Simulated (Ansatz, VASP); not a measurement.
**Two plane-wave programs on Cd3SeS2**

INCAR

```
PREC     = Accurate       # precision mode
ENCUT    = 600            # plane-wave cutoff, eV
EDIFF    = 1E-6           # SCF threshold, eV
ISMEAR   = 0              # smearing method
SIGMA    = 0.1            # smearing width, eV
LREAL    = F              # projectors in reciprocal space
LASPH    = T              # aspherical terms in the spheres
NELM     = 100            # most SCF steps
ALGO     = Normal         # electronic algorithm
ISIF     = 3              # what is computed and relaxed
LWAVE    = F              # write WAVECAR
LCHARG   = F              # write CHGCAR
GGA      = PE             # functional
IBRION   = 2              # ionic algorithm
NSW      = 90             # ionic steps
EDIFFG   = -0.04          # ionic threshold
```

Contents of KPOINTS:

```
regular mesh
0
Gamma
  6 6 2
```

POSCAR

```
Cd3SeS2
1.0
    3.3981807923      0.0000000000      0.0000000000
    0.0000000000      3.3981807923      0.0000000000
    0.0000000000      0.0000000000     10.8283851659
Cd Se S
3 1 2
Direct
    0.5000000000      0.5000000000      0.1974736056
    0.5000000000      0.5000000000      0.5000000000
    0.5000000000      0.5000000000      0.8025263944
    0.0000000000      0.0000000000      0.0000000000
    0.0000000000      0.0000000000      0.3366052653
    0.0000000000      0.0000000000      0.6633947347
```

Input for Ansatz:

```yaml
crystal:
  lattice:
    - [3.3981807923, 0.0, 0.0]
    - [0.0, 3.3981807923, 0.0]
    - [0.0, 0.0, 10.8283851659]
  atoms:
    - { symbol: Cd, position: [0.5, 0.5, 0.1974736056] }
    - { symbol: Cd, position: [0.5, 0.5, 0.5] }
    - { symbol: Cd, position: [0.5, 0.5, 0.8025263944] }
    - { symbol: Se, position: [0.0, 0.0, 0.0] }
    - { symbol: S, position: [0.0, 0.0, 0.3366052653] }
    - { symbol: S, position: [0.0, 0.0, 0.6633947347] }
basis:
  ecutwfc: 420
kpoints:
  mp_grid: { grid: [6, 6, 2] }
hamiltonian:
  xc: pbe
scf:
  occupations: { method: gaussian, width: 0.1 }
  lower_state_search: "off"
output:
  forces: true
  stress: true
  eigenvalues: true
relax:
  adjacent_minimum: "off"
  f_tol: 0.04
  max_steps: 70
  cell: { stress_tol: 0.4 }
```

Change from the starting cell: species swapped into the Pr3MgAl2 type (P4/mmm, No. 123).

Alike in both runs: task relaxation of cell and atoms; functional PBE; k mesh 6 × 6 × 2; occupations gaussian, width 0.1 eV; no spin polarisation.

|  | VASP | Ansatz |
| --- | --- | --- |
| version | VASP 6.6.1 | Ansatz 0.2.0 |
| potentials or method | VASP PAW PBE potentials, release 64 (Cd, Se, S), cutoff 600 eV | scalar-relativistic, plane waves, PAW |
| valence electrons in the cell | 54 | 88 |

|  | VASP | Ansatz | Ansatz less VASP |
| --- | --- | --- | --- |
| gap on the k mesh at the Fermi level, each at its own relaxed structure (eV) | none | none | - |
| relaxed volume (Å³/atom) | 20.84 | 20.75 | -0.091 |
| relaxed cell length with the largest relative difference (Å) | 3.422 | 3.413 | -0.0092 |

A gap of «none» marks a metal or a gap that the smearing closes. VASP's potentials hold 54 valence electrons a cell and Ansatz's 88, so a difference there can come from the potentials and not from the codes.
